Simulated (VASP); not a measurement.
A run of VASP 6.6.1 is set up as follows.

File INCAR:

```
SYSTEM = HC28
PREC = Accurate
ENCUT = 520
EDIFF = 1E-6
ISMEAR = 0
SIGMA = 0.1
LREAL = Auto
LASPH = .TRUE.
NELM = 80
ALGO = Normal
ISIF = 2
LWAVE = .FALSE.
LCHARG = .TRUE.
GGA = PE
LELF = .TRUE.
LVHAR = .TRUE.
NBANDS = 76
```

File KPOINTS:

```
regular mesh
0
G
  4 4 4
  0 0 0
```

The input POSCAR:

```
HC28
1.0
    6.1662906811     -2.1360657508      0.0000000000
    1.2332581362     -6.4081972523      0.0000000000
    2.4665162724     -2.8480876677     -8.5756693636
C H
28 1
Direct
    0.4438206269      0.6604206566      0.3036529150
    0.3070404569      0.3788837434      0.2925554722
    0.1631522945      0.0917267647      0.2964268901
    1.0198360657      0.8060906204      0.2963976213
    0.8776974645      0.5156823216      0.3036196814
    0.7341601120      0.2350674585      0.2964284060
    0.5884920241     -0.0505194688      0.3036585122
    0.7807178764     -0.0024059149      0.2975645272
    0.6291443843      0.7009100568      0.3263675267
    0.4957528676      0.4254991012      0.2965857115
    0.3536377016      0.1395287474      0.2965754499
    0.2096637382      0.8525921212      0.2975529830
    1.0677538092      0.5676775006      0.2964439150
    0.9257718442      0.2814968111      0.2974512999
    0.0765331403      0.7168937648      0.7035333038
   -0.0654035649      0.4319829563      0.7024384622
    0.7906201128      0.1450382576      0.7034220589
    0.6484905388      0.8590696995      0.7034419990
    0.5151001599      0.5836867227      0.6736019960
    0.3635199517      0.2869561360      0.7024730951
    0.2185067038      1.0030537487      0.7025293006
    0.4100915376      1.0495006954      0.7035798308
    0.2665696167      0.7688502634      0.6964233049
    0.1244231014      0.4784764069      0.7035952232
   -0.0188953265      0.1928445767      0.7035607069
    0.8372240346      0.9056860864      0.7074372557
    0.7004131908      0.6241719531      0.6963515904
    0.5557383306      0.3350955377      0.6963479755
    0.5722083067      0.6422388626      0.4999828956
```

Potentials or basis: VASP PAW PBE potentials, release 64 (C, H).

The run is started by

```sh
$ cat potpaw_PBE.64/C/POTCAR potpaw_PBE.64/H/POTCAR > POTCAR
$ mpirun -np 1 vasp_std > vasp.out
```

What does it give for the pressure?

1.2 GPa.

What does it give for the band gap on the k mesh?

Zero (an odd number of electrons rules out a gap without spin polarisation).

Predict the largest force.

0.030 eV/Å.

Forces in eV/Å, atoms in the order of the input:
```
C    0.023 -0.002 -0.008
C    0.004 -0.010 -0.017
C    0.014  0.010 -0.003
C    0.002  0.006 -0.002
C   -0.020 -0.006  0.009
C    0.012 -0.006  0.001
C    0.013  0.015 -0.015
C    0.003  0.000  0.008
C   -0.007  0.000 -0.007
C    0.006  0.006  0.013
C   -0.014 -0.001  0.007
C   -0.017 -0.017  0.009
C    0.001 -0.001  0.002
C   -0.013 -0.007 -0.002
C   -0.009  0.006 -0.002
C    0.012  0.010 -0.008
C    0.022  0.012 -0.012
C   -0.004 -0.008 -0.009
C    0.012  0.009  0.001
C   -0.006 -0.001 -0.006
C    0.006  0.008  0.004
C   -0.005  0.003  0.000
C    0.015  0.005  0.002
C   -0.001  0.001  0.003
C   -0.018 -0.016  0.000
C    0.000  0.002  0.007
C   -0.026  0.009  0.011
C   -0.003 -0.025  0.015
H   -0.001  0.000 -0.001
```
